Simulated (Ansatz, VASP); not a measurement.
**Y3AlN4 in VASP and in Ansatz**

The input INCAR:

```
SYSTEM = Y3AlN4
ALGO = Normal
EDIFF = 1E-7
ENCUT = 520
GGA = PE
ISIF = 2
ISMEAR = 0
LASPH = .True.
LCHARG = .False.
LREAL = .False.
LWAVE = .False.
NBANDS = 38
NELM = 100
PREC = Accurate
SIGMA = 0.1
```

Contents of KPOINTS:

```
k-points
0
Gamma
  6 6 2
  0 0 0
```

Contents of POSCAR:

```
Y3AlN4
1.0
    3.5636893500      0.0000000000      0.0000000000
    0.0000000000      3.5636893500      0.0000000000
    0.0000000000      0.0000000000     10.0796356100
Y Al N
3 1 4
Direct
    0.5000000000      0.5000000000      0.2500000000
    0.0000000000      0.0000000000      0.5000000000
    0.5000000000      0.5000000000      0.7500000000
    0.0000000000      0.0000000000      0.0000000000
    0.0000000000      0.0000000000      0.2500000000
    0.5000000000      0.5000000000      0.5000000000
    0.0000000000      0.0000000000      0.7500000000
    0.5000000000      0.5000000000      0.0000000000
```

Input for Ansatz:

```yaml
crystal:
  lattice:
    - [3.56368935, 0.0, 0.0]
    - [0.0, 3.56368935, 0.0]
    - [0.0, 0.0, 10.07963561]
  atoms:
    - { symbol: "Y", position: [0.5, 0.5, 0.25] }
    - { symbol: "Y", position: [0.0, 0.0, 0.5] }
    - { symbol: "Y", position: [0.5, 0.5, 0.75] }
    - { symbol: Al, position: [0.0, 0.0, 0.0] }
    - { symbol: "N", position: [0.0, 0.0, 0.25] }
    - { symbol: "N", position: [0.5, 0.5, 0.5] }
    - { symbol: "N", position: [0.0, 0.0, 0.75] }
    - { symbol: "N", position: [0.5, 0.5, 0.0] }
basis:
  ecutwfc: 420
kpoints:
  mp_grid: { grid: [6, 6, 2] }
hamiltonian:
  xc: pbe
scf:
  occupations: { method: gaussian, width: 0.1 }
  lower_state_search: "off"
output:
  forces: true
  stress: true
  eigenvalues: true
```

Alike in both runs: task single point; functional PBE; k mesh 6 × 6 × 2; occupations gaussian, width 0.1 eV; no spin polarisation.

|  | VASP | Ansatz |
| --- | --- | --- |
| version | VASP 6.6.1 | Ansatz 0.2.0 |
| potentials or method | VASP PAW PBE potentials, release 64 (Y_sv, Al, N), cutoff 520 eV | scalar-relativistic, plane waves, PAW |
| valence electrons in the cell | 56 | 56 |

|  | VASP | Ansatz | Ansatz less VASP |
| --- | --- | --- | --- |
| gap on the k mesh at the Fermi level (eV) | 0.34 | 0.34 | +0.004 |
| least direct gap on the mesh (eV) | 0.34 | 0.34 | +0.004 |
| pressure (GPa) | -18.8 | -18.7 | +0.08 |
| traceless stress, the component that is largest in VASP (GPa) | -1.17 | -1.17 | -0.002 |
| rms of the force components (eV/Å) | 0.324 | 0.324 | +0.0003 |

Atom by atom the forces differ by 0.001 eV/Å (rms over components).
